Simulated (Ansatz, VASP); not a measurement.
# Two plane-wave programs on BaTiO3

```xyz
5
Lattice="3.9941 0.0000 0.0000 0.0000 3.9941 0.0000 0.0000 0.0000 3.9941" Properties=species:S:1:pos:R:3 pbc="T T T"
Ba    1.9970    1.9970    1.9970
Ti    0.0000    0.0000    0.0000
O     1.9970    0.0000    0.0000
O     0.0000    1.9970    0.0000
O     0.0000    0.0000    1.9970
```

Alike in both runs: task single point; functional PBE; k mesh 6 × 6 × 6; no spin polarisation.

```csv
,VASP,Ansatz
version,VASP 6.6.1,Ansatz 0.2.0
potentials or method,"VASP PAW PBE potentials, release 64 (Ba_sv, Ti_sv, O)","plane waves, PAW"
plane-wave cutoff (eV),520,420
occupations,"gaussian, width 0.01 eV",fixed
valence electrons in the cell,40,40
```

```tsv
	VASP	Ansatz	Ansatz less VASP
gap on the k mesh at the Fermi level (eV)	1.76	1.82	+0.065
pressure (GPa)	5.0	3.2	-1.80
```

Spin-orbit coupling is off throughout.
